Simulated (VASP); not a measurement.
The system is MgZn3Te4.

```
Mg Zn Te
1.0
     4.46036    0.02911    0.07201
     0.02911    4.54182   -0.04881
     0.20454   -0.13864   12.69879
Mg Zn Te
1 3 4
Direct
  0.55173 0.52106 0.00642
  0.02305 0.97004 0.74852
  0.49980 0.53051 0.49919
  0.98288 0.02141 0.23579
  0.43436 0.05687 0.37840
  0.02488 0.46269 0.14051
  0.43621 0.96597 0.87622
  0.04710 0.47143 0.61494
```

| Property | Result |
| --- | --- |
| Program | VASP 6.6.1 |
| Task | relaxation of cell and atoms |
| Functional | PBE |
| Potentials or basis | VASP PAW PBE potentials, release 64 (Mg, Zn, Te) |
| Cutoff | 600 eV |
| k mesh | 4 × 4 × 1 |
| Occupations | gaussian, width 0.1 eV |
| Spin | no spin polarisation |

At the start: pressure -0.1 GPa; volume 32.14 Å³/atom.

Task: Where does the relaxation end?

Result: Over 24 steps the energy falls by 172.2 meV/atom and the volume is 30.78 Å³/atom (-4.2 %); space group P1 (No. 1, to 0.1 Å) before, P-4m2 (No. 115, to 0.1 Å).

The path:
```
step  energy change (eV)  largest force (eV/Å)  pressure (GPa)  volume (Å³)
   1              0.0000                2.7225           -0.09       257.15
   2             -0.7947                1.0359           -1.24       256.47
   3             -0.8851                0.9202           -1.30       256.20
   4             -0.8452                0.8334           -0.97       255.62
   5             -0.9007                0.8354           -1.24       255.99
   6             -1.1453                0.7475            0.07       245.55
   7             -1.1797                0.7390            0.95       240.44
   8             -1.2709                0.4188            0.09       245.22
   9             -1.2821                0.3877           -0.29       247.67
  10             -1.3124                0.2411           -0.08       246.33
  11             -1.3178                0.2414            0.08       245.47
  12             -1.3339                0.1887            0.03       245.74
  13             -1.3454                0.1899           -0.03       246.21
  14             -1.3573                0.1056            0.02       245.93
  15             -1.3626                0.1291            0.10       245.57
  16             -1.3695                0.0914           -0.14       247.11
  17             -1.3695                0.0911           -0.13       247.08
  18             -1.3742                0.0838            0.12       245.62
  19             -1.3742                0.0844            0.12       245.59
  20             -1.3759                0.0566           -0.11       246.99
  21             -1.3759                0.0555           -0.07       246.75
  22             -1.3771                0.0357            0.01       246.21
  23             -1.3771                0.0354            0.01       246.21
  24             -1.3774                0.0153            0.00       246.27
```

Final structure:
```
CELL_PARAMETERS angstrom
4.44239 -0.00044 0.00205
-0.00066 4.44172 0.00195
0.00605 0.00770 12.48090
ATOMIC_POSITIONS crystal
Mg 0.50298 0.49802 0.00005
Zn 0.99856 0.99926 0.74245
Zn 0.49836 0.50002 0.50002
Zn 0.00049 0.00219 0.25749
Te 0.50006 0.00046 0.37873
Te 0.00258 0.50223 0.13596
Te 0.49861 0.99828 0.86412
Te 0.99837 0.49954 0.62118
```

Caveat: the k points lie up to 0.50 Å⁻¹ apart in the final cell.
